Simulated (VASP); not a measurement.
# Bi (P6_3/mmc) in VASP: further runs

Bi is run at these levels: PBEsol; tasks: relaxation of shape and atoms at fixed volume.

All numbers are computed with VASP 6.6.1; they aren't measurements. Logs are shortened: lines on timing, memory, paths and dates and some standing lists are left out, and cuts for length are marked.

**1. The cell of the first run**

The structure is hexagonal, space group P6_3/mmc (No. 194). The conventional cell has a = 4.310 Å, b = 4.310 Å, c = 4.259 Å, α = 90.00°, β = 90.00°, γ = 120.00°. Bi (site symmetry -6m2) has 14 Bi at 3.28 to 4.31 Å within 4.4 Å.

This isn't the form of Bi at room conditions, which is rhombohedral.

**2. Relaxation of shape and atoms at fixed volume, PBEsol (34.25 Å³/atom)**

Input file INCAR:

```
PREC     = Accurate       # precision mode
ENCUT    = 600            # plane-wave cutoff, eV
EDIFF    = 1E-6           # SCF threshold, eV
ISMEAR   = 0              # smearing method
SIGMA    = 0.1            # smearing width, eV
LREAL    = F              # projectors in reciprocal space
LASPH    = T              # aspherical terms in the spheres
NELM     = 80             # most SCF steps
ALGO     = Fast           # electronic algorithm
ISIF     = 4              # what is computed and relaxed
LWAVE    = F              # write WAVECAR
LCHARG   = F              # write CHGCAR
GGA      = PS             # functional
IBRION   = 2              # ionic algorithm
NSW      = 50             # ionic steps
EDIFFG   = -0.01          # ionic threshold
```

Input file KPOINTS:

```
Automatic mesh
0
Gamma
  12 12 10
```

Input file POSCAR:

```
Bi
1.0
    4.3097704385      0.0000000000      0.0000000000
   -2.1548852192      3.7323706842      0.0000000000
    0.0000000000      0.0000000000      4.2589782049
Bi
2
Direct
    0.3333333333      0.6666666667      0.2500000000
    0.6666666667      0.3333333333      0.7500000000
```

Potentials or basis: VASP PAW PBE potentials, release 64 (Bi_d).

The run is started by

```console
> cat potpaw_PBE.64/Bi_d/POTCAR > POTCAR
> mpirun -np 1 vasp_std > vasp.out
```

OUTCAR:

```text
PREC = Accurate
   ENCUT = 600
   EDIFF = 1E-6
   ISMEAR = 0
   LREAL = F
   LASPH = T
   NELM = 80
   ISIF = 4
   GGA = PS
   IBRION = 2
   NSW = 50
   EDIFFG = -0.01

 ion  position               nearest neighbor table
   1  0.333  0.667  0.250-   2 3.28   2 3.28   2 3.28   2 3.28   2 3.28   2 3.28
   2  0.667  0.333  0.750-   1 3.28   1 3.28   1 3.28   1 3.28   1 3.28   1 3.28

  LATTYP: Found a hexagonal cell.
 ALAT       =     4.3097704385
 C/A-ratio  =     0.9882146313

  Lattice vectors:

 A1 = (   4.3097704385,   0.0000000000,   0.0000000000)
 A2 = (  -2.1548852192,   3.7323706842,   0.0000000000)
 A3 = (   0.0000000000,   0.0000000000,   4.2589782049)

Analysis of symmetry for initial positions (statically):
=====================================================================
 Subroutine PRICEL returns:
 Original cell was already a primitive cell.

 Routine SETGRP: Setting up the symmetry group for a
 hexagonal supercell.

 Subroutine GETGRP returns: Found 24 space group operations
 (whereof 12 operations were pure point group operations)
 out of a pool of 24 trial point group operations.

The static configuration has the point symmetry D_3d.
 The point group associated with its full space group is D_6h.

Analysis of symmetry for dynamics (positions and initial velocities):
=====================================================================
 Subroutine PRICEL returns:
 Original cell was already a primitive cell.

 Routine SETGRP: Setting up the symmetry group for a
 hexagonal supercell.

 Subroutine GETGRP returns: Found 24 space group operations
 (whereof 12 operations were pure point group operations)
 out of a pool of 24 trial point group operations.

The dynamic configuration has the point symmetry D_3d.
 The point group associated with its full space group is D_6h.

 Subroutine INISYM returns: Found 24 space group operations
 (whereof 12 operations are pure point group operations),
 and found     1 'primitive' translations

----------------------------------------------------------------------------------------

                                     Primitive cell

  volume of cell :      68.5085

  direct lattice vectors                    reciprocal lattice vectors
     4.309770439  0.000000000  0.000000000     0.232030920  0.133963114  0.000000000
[... 89 lines left out ...]
   NSW    =     50    number of steps for IOM
   IBRION =      2    ionic relax: 0-MD 1-quasi-New 2-CG
   NFREE  =      1    steps in history (QN), initial steepest desc. (CG)
   ISIF   =      4    stress and relaxation
   ISYM   =      2    0-nonsym 1-usesym 2-fastsym
   POTIM  = 0.5000    time-step for ionic-motion
   TEBEG  =    0.0;   TEEND  =   0.0 temperature during run
   PSTRESS=    0.0 pullay stress
   NELECT =      30.0000    total number of electrons
   NUPDOWN=      -1.0000    fix difference up-down
   EMIN   =  10.00;   EMAX   =-10.00  energy-range for DOS
   EFERMI =   0.00;   METHOD = LEGACY
   ISMEAR =     0;   SIGMA  =   0.10  broadening in eV -4-tet -1-fermi 0-gaus
   EFERMI_NEDOS =   21; number of points for ismear=-14 and -15
   IALGO  =     68    algorithm
   IMIX   =      4    mixing-type and parameters
     AMIX     =   0.40;   BMIX     =  1.00
     AMIX_MAG =   1.60;   BMIX_MAG =  1.00
  volume/ion in A,a.u.               =      34.25       231.16
  Fermi-wavevector in a.u.,A,eV,Ry     =   1.243179  2.349268 21.027737  1.545495
  Thomas-Fermi vector in A             =   2.377501
   LORBIT       =      0    0 simple, 1 ext, 2 COOP (PROOUT), +10 PAW based schemes
   GGA     = PS    functional components
   LHFCALC =     F    Hartree Fock is set to
   AEXX    =    0.0000 exact exchange contribution
   IVDW    =     0    specifies the selected vdW correction
   LEPSILON=     F    determine dielectric tensor
   LRPA    =     F    only Hartree local field effects (RPA)
 conjugate gradient relaxation of ions
 non-spin polarized calculation
 RMM-DIIS sequential band-by-band and
 Gauss-broadening in eV      SIGMA  =   0.10
  energy-cutoff  :      600.00
  volume of cell :       68.51
 maximum number of plane-waves:      2309
 NGX is ok and might be reduce to    36
   NGX = 17   NGY = 17   NGZ = 17

--------------------------------------- Ionic step        1  -------------------------------------------

 number of electron      29.9999999 magnetization

 Free energy of the ion-electron system (eV)
  ---------------------------------------------------
  ext. energy  EPLUGINS =         0.00000000
  ---------------------------------------------------
  free energy    TOTEN  =        -8.40952739 eV

  energy without entropy =       -8.40382492  energy(sigma->0) =       -8.40667616

------------------------ aborting loop because EDIFF is reached ----------------------------------------

  FORCE on cell =-STRESS in cart. coord.  units (eV):
  Direction    XX          YY          ZZ          XY          YZ          ZX
  --------------------------------------------------------------------------------------
  -------------------------------------------------------------------------------------
  Total       -0.5583182     -0.5583182     -0.7780522     -0.0000000      0.0000000      0.0000000
  in kB      -13.0571405    -13.0571405    -18.1959616     -0.0000000      0.0000000      0.0000000
  external PRESSURE =     -14.7700808 kB  Pullay stress =       0.0000000 kB
[... 95 lines left out ...]
--------------------------------------- Ionic step        4  -------------------------------------------

 number of electron      29.9999993 magnetization

 Free energy of the ion-electron system (eV)
  ---------------------------------------------------
  ext. energy  EPLUGINS =         0.00000000
  ---------------------------------------------------
  free energy    TOTEN  =        -8.41057165 eV

  energy without entropy =       -8.40512716  energy(sigma->0) =       -8.40784940

 E-fermi :   6.5245     XC(G=0):  -9.8615

 val. band max:        6.5190295640   @ k =   0.0833   0.0833   0.2000
 cond. band min:       6.5254106966   @ k =   0.4167   0.0000   0.5000
 fundamental gap:      0.0063811326
 Fermi energy:         6.5244591417

 k-point     1 :       0.0000    0.0000    0.0000
  band No.  band energies     occupation
      1     -16.3071      2.00000
      2     -16.3071      2.00000
      3     -16.2846      2.00000
      4     -16.1886      2.00000
      5     -16.1886      2.00000
      6     -16.1796      2.00000
[... 505 lines left out ...]
      6     -16.1616      2.00000
[... 11 lines left out ...]
     18      10.3641      0.00000
     19      11.7303      0.00000

 [... further k-points ...]
[... 5 lines left out ...]
  --------------------------------------------------------------------------------------
  -------------------------------------------------------------------------------------
  Total       -0.5670961     -0.5670961     -0.5748790     -0.0000000      0.0000000      0.0000000
  in kB      -13.2624241    -13.2624241    -13.4444390     -0.0000000      0.0000000      0.0000000
  external PRESSURE =     -13.3230957 kB  Pullay stress =       0.0000000 kB
[... 17 lines left out ...]
  FREE ENERGIE OF THE ION-ELECTRON SYSTEM (eV)
  ---------------------------------------------------
  free  energy   TOTEN  =        -8.4105716514 eV

  energy  without entropy=       -8.4051271561  energy(sigma->0) =       -8.40784940

 reached required accuracy - stopping structural energy minimisation
```

CONTCAR:

```text
Bi
   1.00000000000000
     4.3280038387555626   -0.0000000000018541    0.0000000000000000
    -2.1640019193291757    3.7481612720208259   -0.0000000000000000
     0.0000000000000000    0.0000000000000000    4.2231685892667450
  Bi
     2
Direct
     0.3333333332999970    0.6666666667000030    0.2500000000000000
     0.6666666667000030    0.3333333332999970    0.7500000000000000

  0.00000000E+00  0.00000000E+00  0.00000000E+00
  0.00000000E+00  0.00000000E+00  0.00000000E+00
```

It took 7.9 min on 1 thread of Intel Xeon 8259CL, shared host; peak memory 0.32 GiB.

Results:

* Free energy: -8.4106 eV
* Energy gained by relaxing: 0.5 meV/atom
* Ionic steps: 4
* Pressure after relaxing: -1.3 GPa
* Band gap on the k mesh: zero (bands 15 and 16 overlap by 2.77 eV)

The path:
| step | energy change (eV) | largest force (eV/Å) | pressure (GPa) | volume (Å³) |
| --- | --- | --- | --- | --- |
| 1 | 0.0000 | 0.0000 | -1.48 | 68.51 |
| 2 | -0.0007 | 0.0000 | -1.42 | 68.51 |
| 3 | -0.0009 | 0.0000 | -1.40 | 68.51 |
| 4 | -0.0010 | 0.0000 | -1.33 | 68.51 |

Final structure:
```xyz
2
Lattice="4.3280 0.0000 0.0000 -2.1640 3.7482 0.0000 0.0000 0.0000 4.2232" Properties=species:S:1:pos:R:3 pbc="T T T"
Bi    0.0000    2.4988    1.0558
Bi    2.1640    1.2494    3.1674
```

Caveat: the PAW data sets were made with another functional, which shifts forces and pressure a little; spin-orbit coupling is left out, which moves the levels of the heavy elements.

**3. Relaxation of shape and atoms at fixed volume, PBEsol (35.25 Å³/atom)**

This run uses another cell than the first one, of 35.25 Å³/atom.

Input file INCAR:

```
SYSTEM = Bi
ALGO = Fast
EDIFF = 1E-6
EDIFFG = -0.01
ENCUT = 600
GGA = PS
IBRION = 2
ISIF = 4
ISMEAR = 0
LASPH = .True.
LCHARG = .False.
LREAL = .False.
LWAVE = .False.
NELM = 80
NSW = 50
PREC = Accurate
SIGMA = 0.1
```

Input file KPOINTS:

```
k-points
0
Gamma
  12 12 10
  0 0 0
```

Input file POSCAR:

```
Bi
1.0
    4.3669194827      0.0000000000      0.0000000000
   -2.1834597413      3.7818632083      0.0000000000
    0.0000000000      0.0000000000      4.2690571136
Bi
2
Direct
    0.3333333333      0.6666666667      0.2500000000
    0.6666666667      0.3333333333      0.7500000000
```

Potentials or basis: VASP PAW PBE potentials, release 64 (Bi_d).

The run is started by

```console
> cat potpaw_PBE.64/Bi_d/POTCAR > POTCAR
> mpirun -np 1 vasp_std > vasp.out
```

OUTCAR:

```text
SYSTEM = Bi
   EDIFF = 1E-6
   EDIFFG = -0.01
   ENCUT = 600
   GGA = PS
   IBRION = 2
   ISIF = 4
   ISMEAR = 0
   LASPH = .True.
   LREAL = .False.
   NELM = 80
   NSW = 50
   PREC = Accurate

 ion  position               nearest neighbor table
   1  0.333  0.667  0.250-   2 3.30   2 3.30   2 3.30   2 3.30   2 3.30   2 3.30
   2  0.667  0.333  0.750-   1 3.30   1 3.30   1 3.30   1 3.30   1 3.30   1 3.30

  LATTYP: Found a hexagonal cell.
 ALAT       =     4.3669194827
 C/A-ratio  =     0.9775900679

  Lattice vectors:

 A1 = (   4.3669194827,   0.0000000000,   0.0000000000)
 A2 = (  -2.1834597413,   3.7818632083,   0.0000000000)
 A3 = (   0.0000000000,   0.0000000000,   4.2690571136)

Analysis of symmetry for initial positions (statically):
=====================================================================
 Subroutine PRICEL returns:
[... 292 lines left out ...]
  energy without entropy =       -8.38166887  energy(sigma->0) =       -8.38464258

 E-fermi :   6.1993     XC(G=0):  -9.7247

 val. band max:        6.1845442001   @ k =   0.4167  -0.0000   0.5000
 cond. band min:       6.2052822313   @ k =   0.0000   0.0000   0.5000
 fundamental gap:      0.0207380312
 Fermi energy:         6.1992966419

 k-point     1 :       0.0000    0.0000    0.0000
  band No.  band energies     occupation
      1     -16.6036      2.00000
      2     -16.6036      2.00000
      3     -16.5833      2.00000
      4     -16.4957      2.00000
      5     -16.4957      2.00000
      6     -16.4851      2.00000
[... 505 lines left out ...]
      6     -16.4714      2.00000
[... 11 lines left out ...]
     18       9.9278      0.00000
     19      11.4177      0.00000

 [... further k-points ...]

------------------------ aborting loop because EDIFF is reached ----------------------------------------

  FORCE on cell =-STRESS in cart. coord.  units (eV):
  Direction    XX          YY          ZZ          XY          YZ          ZX
  --------------------------------------------------------------------------------------
  -------------------------------------------------------------------------------------
  Total       -1.0521384     -1.0521384     -1.0575891     -0.0000000      0.0000000      0.0000000
  in kB      -23.9094992    -23.9094992    -24.0333645     -0.0000000      0.0000000      0.0000000
  external PRESSURE =     -23.9507877 kB  Pullay stress =       0.0000000 kB
[... 17 lines left out ...]
  FREE ENERGIE OF THE ION-ELECTRON SYSTEM (eV)
  ---------------------------------------------------
  free  energy   TOTEN  =        -8.3876162966 eV

  energy  without entropy=       -8.3816688694  energy(sigma->0) =       -8.38464258

 reached required accuracy - stopping structural energy minimisation
```

OSZICAR:

```text
N       E                     dE             d eps       ncg     rms          rms(c)
DAV:   1     0.305785822167E+03    0.30579E+03   -0.17902E+04  4332   0.209E+03
DAV:   2     0.168610153675E+02   -0.28892E+03   -0.28447E+03  4338   0.483E+02
DAV:   3    -0.746545482006E+01   -0.24326E+02   -0.23848E+02  5082   0.160E+02
[... 31 lines left out ...]
RMM:   2    -0.838799667402E+01    0.66378E-03   -0.16080E-03  4408   0.480E-01    0.987E-02
RMM:   3    -0.838760503203E+01    0.39164E-03   -0.60550E-04  4357   0.221E-01    0.141E-02
RMM:   4    -0.838761448075E+01   -0.94487E-05   -0.12989E-04  5324   0.124E-01    0.728E-03
RMM:   5    -0.838761638598E+01   -0.19052E-05   -0.24467E-05  4786   0.484E-02    0.402E-03
RMM:   6    -0.838761629663E+01    0.89352E-07   -0.35612E-06  3073   0.221E-02
   4 F= -.83876163E+01 E0= -.83846426E+01  d E =-.150922E-02
```

CONTCAR:

```text
Bi
   1.00000000000000
     4.3916500341958846   -0.0000000000039684    0.0000000000000000
    -2.1958250170510958    3.8032804941469402   -0.0000000000000000
     0.0000000000000000    0.0000000000000000    4.2211120941707181
  Bi
     2
Direct
     0.3333333332999970    0.6666666667000030    0.2500000000000000
     0.6666666667000030    0.3333333332999970    0.7500000000000000

  0.00000000E+00  0.00000000E+00  0.00000000E+00
  0.00000000E+00  0.00000000E+00  0.00000000E+00
```

It took 7.8 min on 1 thread of Intel Xeon 8259CL, shared host; peak memory 0.32 GiB.

Results:

| Property | Result |
| --- | --- |
| Free energy | -8.3876 eV |
| Energy gained by relaxing | 0.8 meV/atom |
| Ionic steps | 4 |
| Pressure after relaxing | -2.4 GPa |
| Band gap on the k mesh | zero (bands 15 and 16 overlap by 2.59 eV) |

Step by step:
| step | energy change (eV) | largest force (eV/Å) | pressure (GPa) | volume (Å³) |
| --- | --- | --- | --- | --- |
| 1 | 0.0000 | 0.0000 | -2.61 | 70.50 |
| 2 | -0.0009 | 0.0000 | -2.52 | 70.50 |
| 3 | -0.0015 | 0.0000 | -2.43 | 70.50 |
| 4 | -0.0015 | 0.0000 | -2.40 | 70.50 |

Final structure:
```
CELL_PARAMETERS angstrom
4.39165 0.00000 0.00000
-2.19583 3.80328 0.00000
0.00000 0.00000 4.22111
ATOMIC_POSITIONS crystal
Bi 0.33333 0.66667 0.25000
Bi 0.66667 0.33333 0.75000
```

Levels at points of the mesh, in eV from the Fermi level:
```csv
k point,band 11,band 12,band 13,band 14,band 15,band 16,band 17,band 18,band 19
"(0.00, 0.00, 0.00)",-13.04,-7.93,-2.22,-0.98,-0.98,2.11,2.11,3.72,4.77
"(0.50, 0.00, 0.00)",-11.55,-10.10,-2.46,-2.42,-0.39,1.27,1.57,3.89,4.37
"(0.00, 0.00, 0.50)",-11.10,-11.10,0.01,0.01,0.83,0.83,0.83,0.83,6.88
"(0.50, 0.00, 0.50)",-10.33,-10.33,-4.24,-4.24,-0.06,-0.06,2.03,2.03,9.18
```

Caveat: the PAW data sets were made with another functional, which shifts forces and pressure a little; spin-orbit coupling is left out, which moves the levels of the heavy elements.
